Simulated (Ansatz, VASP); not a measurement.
**MgO: VASP beside Ansatz**

INCAR

```
SYSTEM = MgO
PREC = Accurate
ENCUT = 600
EDIFF = 1E-6
ISMEAR = 0
SIGMA = 0.02
LREAL = .FALSE.
LASPH = .TRUE.
NELM = 120
ALGO = Normal
ISIF = 2
LWAVE = .FALSE.
LCHARG = .FALSE.
GGA = PE
NBANDS = 11
GGA_COMPAT = .FALSE.
```

The input KPOINTS:

```
regular mesh
0
G
  6 6 6
  0 0 0
```

The input POSCAR:

```
MgO
1.0
    0.0000000000      2.1085000000      2.1085000000
    2.1085000000      0.0000000000      2.1085000000
    2.1085000000      2.1085000000      0.0000000000
Mg O
1 1
Direct
    0.0000000000      0.0000000000      0.0000000000
    0.5000000000      0.5000000000      0.5000000000
```

Input for Ansatz:

```yaml
crystal:
  lattice:
    - [0.0, 2.1085, 2.1085]
    - [2.1085, 0.0, 2.1085]
    - [2.1085, 2.1085, 0.0]
  atoms:
    - { symbol: Mg, position: [0.0, 0.0, 0.0] }
    - { symbol: O, position: [0.5, 0.5, 0.5] }
basis:
  ecutwfc: 420
kpoints:
  mp_grid: { grid: [6, 6, 6] }
hamiltonian:
  xc: pbe
scf:
  occupations: { method: gaussian, width: 0.02 }
output:
  forces: true
  stress: true
  eigenvalues: true
```

Alike in both runs: task single point; functional PBE; k mesh 6 × 6 × 6; occupations gaussian, width 0.02 eV; no spin polarisation.

```csv
,VASP,Ansatz
version,VASP 6.6.1,Ansatz 0.2.0
potentials or method,"VASP PAW PBE potentials, release 64 (Mg, O), cutoff 600 eV","scalar-relativistic, plane waves, PAW"
valence electrons in the cell,8,16
```

Ansatz gave:

| Item | Value |
| --- | --- |
| gap on the k mesh at the Fermi level (eV) | 4.71 |
| least direct gap on the mesh (eV) | 4.71 |
| pressure (GPa) | 4.1 |

Which values does VASP return?

gap on the k mesh at the Fermi level (eV): 4.69; least direct gap on the mesh (eV): 4.69; pressure (GPa): 3.1.

With one functional, cell and mesh, what is left measures potentials, basis and numerics. VASP's potentials hold 8 valence electrons a cell and Ansatz's 16, so a difference there can come from the potentials and not from the codes.

The k mesh is coarse, so the values compare programs but aren't converged.
